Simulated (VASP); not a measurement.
Input of a VASP 6.6.1 run:

Contents of INCAR:

```
PREC = Accurate ; ENCUT = 520
EDIFF = 1E-6 ; ISMEAR = 0
SIGMA = 0.05 ; LREAL = False
LASPH = True ; NELM = 60
ALGO = Normal ; ISIF = 2
LWAVE = False ; LCHARG = False
GGA = PE ; NBANDS = 86
KPAR = 4
```

Contents of KPOINTS:

```
Automatic mesh
0
Gamma
  4 3 5
```

The input POSCAR:

```
LiTi12
1.0
    5.9000000000      0.0000000000      0.0000000000
   -4.4250000000      7.6643250000      0.0000000000
    0.0000000000      0.0000000000      4.6846000000
Ti Li
12 1
Direct
    0.0041399714     -0.0008504337      0.0208124493
    0.1449399186      0.1881763887      0.5270125518
   -0.0425757444      0.3114691770     -0.0609044529
    0.1516521304      0.5748347049      0.5638361867
   -0.0039647763      0.6592343096      0.0687934936
    0.1595526310      0.8863036210      0.5366039790
    0.5045290687      0.0016227130     -0.0364902019
    0.6702686778      0.2291356382      0.4345312300
    0.5145431129      0.3128283313     -0.0598471588
    0.7067897343      0.5753919621      0.5644050719
    0.5255640873      0.7047869186     -0.0296456474
    0.6621166489      0.8904897692      0.4763939290
    0.3347915319      0.4477062233      0.2435685010
```

Potentials or basis: VASP PAW PBE potentials, release 64 (Ti_sv, Li_sv).

Launch:

```console
$ cat potpaw_PBE.64/Ti_sv/POTCAR potpaw_PBE.64/Li_sv/POTCAR > POTCAR
$ mpirun -np 4 vasp_std > vasp.out
```

Q: Estimate the largest force.

A: 0.043 eV/Å.

Q: Predict the band gap on the k mesh.

A: Zero (an odd number of electrons rules out a gap without spin polarisation).

Forces in eV/Å, atoms in the order of the input:
```
Ti   0.004  0.028  0.004
Ti  -0.018 -0.036  0.015
Ti  -0.019  0.005 -0.019
Ti  -0.025 -0.005  0.011
Ti   0.000 -0.013  0.014
Ti  -0.004 -0.005 -0.007
Ti   0.008  0.015  0.004
Ti  -0.005  0.014 -0.016
Ti   0.025  0.000 -0.010
Ti   0.012 -0.009  0.011
Ti   0.011  0.030 -0.001
Ti   0.005 -0.016  0.001
Li   0.006 -0.007 -0.006
```
